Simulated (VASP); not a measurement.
Set up this calculation in VASP 6.6.1, as the native input.

| Property | Result |
| --- | --- |
| Task | single point |
| Functional | PBE |
| Potentials or basis | VASP PAW PBE potentials, release 64 (Ti_sv, C) |
| Cutoff | 520 eV |
| k mesh | 20 × 20 × 20 |
| Occupations | gaussian, width 0.15 eV |
| Spin | no spin polarisation |
| Dipole correction | no |
| Further INCAR settings | ALGO = Normal; EDIFF = 1e-06; NBANDS = 15 |

The structure of TiC lies in POSCAR:

```
TiC
1.0
    0.0000000000      2.2249895759      2.0469904099
    2.2249895759      0.0000000000      2.0469904099
    2.2249895759      2.2249895759      0.0000000000
Ti C
1 1
Direct
    0.0000000000      0.0000000000      0.0000000000
    0.5000000000      0.5000000000      0.5000000000
```

This cell differs from its parent crystal: ratio of the length along z to the lengths across it x 0.92, volume and fractional coordinates fixed.

The input as run:

INCAR

```
SYSTEM = TiC
PREC = Accurate
ENCUT = 520
EDIFF = 1E-6
ISMEAR = 0
SIGMA = 0.15
LREAL = .False.
LASPH = .True.
NELM = 60
ALGO = Normal
ISIF = 2
LWAVE = .False.
LCHARG = .True.
GGA = PE
LELF = .True.
LVHAR = .True.
NBANDS = 15
```

KPOINTS

```
regular mesh
0
Gamma
  20 20 20
  0 0 0
```

Potentials or basis: VASP PAW PBE potentials, release 64 (Ti_sv, C).

The run is started by

```sh
$ cat potpaw_PBE.64/Ti_sv/POTCAR potpaw_PBE.64/C/POTCAR > POTCAR
$ mpirun -np 1 vasp_std > vasp.out
```

Results of the run:

* Pressure: 4.5 GPa
* Band gap on the k mesh: zero (band 8 reaches 10.56 eV, above the bottom of band 9 at 8.55 eV)

Wall time 100 s on 1 thread of AMD EPYC 9R45 96-Core Processor (Zen 5), on a shared host, peak memory 0.28 GiB.
